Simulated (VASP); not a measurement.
**K2S: single point with PBE**

K2S:

```
K S
1.0
     0.00000    3.76757    3.76757
     3.76757    0.00000    3.76757
     3.76757    3.76757    0.00000
K S
2 1
Cartesian
  1.8838 1.8838 1.8838
  5.6514 5.6514 5.6514
  0.0000 0.0000 0.0000
```

This cell differs from its parent crystal: volume scaled by 1.03.

```json
{"Program": "VASP 6.6.1", "Task": "single point", "Functional": "PBE", "Potentials or basis": "VASP PAW PBE potentials, release 64 (K_sv, S)", "Cutoff": "500 eV", "k mesh": "6 × 6 × 6", "Occupations": "gaussian, width 0.02 eV", "Spin": "no spin polarisation", "Dipole correction": "no", "Further INCAR settings": "ALGO = Normal; EDIFF = 1e-06; NBANDS = 19"}
```

```json
{
 "Pressure": "-0.5 GPa",
 "Band gap on the k mesh": "2.25 eV, indirect (least direct gap 2.40 eV)"
}
```

Levels at points of the mesh, in eV from the valence-band top:
```tsv
k point	band 8	band 9	band 10	band 11	band 12	band 13	band 14	band 15	band 16	band 17
(0.00, 0.00, 0.00)	-12.70	-9.57	-0.15	-0.15	-0.15	2.25	5.45	5.45	7.29	7.29
(0.50, 0.00, 0.00)	-12.80	-9.41	-0.59	-0.05	-0.05	4.61	4.78	5.73	5.73	7.50
(0.50, 0.50, 0.00)	-12.64	-9.37	-0.69	0.00	0.00	3.49	5.19	6.32	6.55	7.42
```

Run time: 23 s on 1 thread of Intel(R) Xeon(R) Platinum 8375C CPU @ 2.90GHz (Ice Lake) (shared host), peak memory 0.24 GiB.

 A k mesh can miss the band edges.
